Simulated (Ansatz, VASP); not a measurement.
# Au in VASP and in Ansatz

```xyz
2
Lattice="-1.6211 1.6211 1.6211 1.6211 -1.6211 1.6211 3.2421 3.2421 0.0000" Properties=species:S:1:pos:R:3 pbc="T T T"
Au    0.0000    0.0000   -0.0375
Au    1.6211    1.6211    1.6586
```

Change from the starting cell: mode 5 (92.8 1/cm) frozen in, largest displacement +0.037 Å.

Alike in both runs: task single point; functional PBEsol; k mesh 22 × 22 × 14; occupations gaussian, width 0.15 eV; no spin polarisation.

```csv
,VASP,Ansatz
version,VASP 6.6.1,Ansatz 0.2.0
potentials or method,"VASP PAW PBE potentials, release 64 (Au), cutoff 520 eV","scalar-relativistic, plane waves, PAW"
valence electrons in the cell,22,38
```

|  | VASP | Ansatz | Ansatz less VASP |
| --- | --- | --- | --- |
| gap on the k mesh at the Fermi level (eV) | none | none | - |
| pressure (GPa) | 0.1 | 0.4 | +0.28 |
| traceless stress, the component that is largest in VASP (GPa) | 0.48 | 0.47 | -0.008 |
| rms of the force components (eV/Å) | 0.134 | 0.135 | +0.0007 |

VASP's potentials were made for PBE, not for PBEsol. Atom by atom the forces differ by 0.001 eV/Å (rms over components). A gap of «none» marks a metal or a gap that the smearing closes. VASP's potentials hold 22 valence electrons a cell and Ansatz's 38, so a difference there can come from the potentials and not from the codes.

Neither program's run includes spin-orbit coupling.
